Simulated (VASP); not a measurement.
Input of a VASP 6.6.1 run:

File INCAR:

```
PREC = Accurate
ENCUT = 520
EDIFF = 1E-6
ISMEAR = 0
SIGMA = 0.1
LREAL = F
LASPH = T
NELM = 100
ALGO = Normal
ISIF = 2
LWAVE = F
LCHARG = T
GGA = PS
LELF = T
LVHAR = T
NBANDS = 18
```

KPOINTS

```
Automatic mesh
0
Gamma
  6 6 6
```

File POSCAR:

```
HfO2
1.0
    0.0000000000      2.5234995116      2.5234995116
    2.5234995116      0.0000000000      2.5234995116
    2.5234995116      2.5234995116      0.0000000000
Hf O
1 2
Direct
    0.0000000000      0.0000000000      0.0000000000
    0.2500000000      0.2500000000      0.2500000000
    0.7500000000      0.7500000000      0.7500000000
```

Potentials or basis: VASP PAW PBE potentials, release 64 (Hf_pv, O).

The run is started by

```bash
$ cat potpaw_PBE.64/Hf_pv/POTCAR potpaw_PBE.64/O/POTCAR > POTCAR
$ mpirun -np 1 vasp_std > vasp.out
```

(1) Predict the pressure.

(2) Predict the band gap on the k mesh.

Results:

(1) -4.2 GPa.

(2) 3.71 eV, direct.

Caveat: the PAW data sets were made with another functional, which shifts forces and pressure a little; spin-orbit coupling is left out, which moves the levels of the heavy elements.
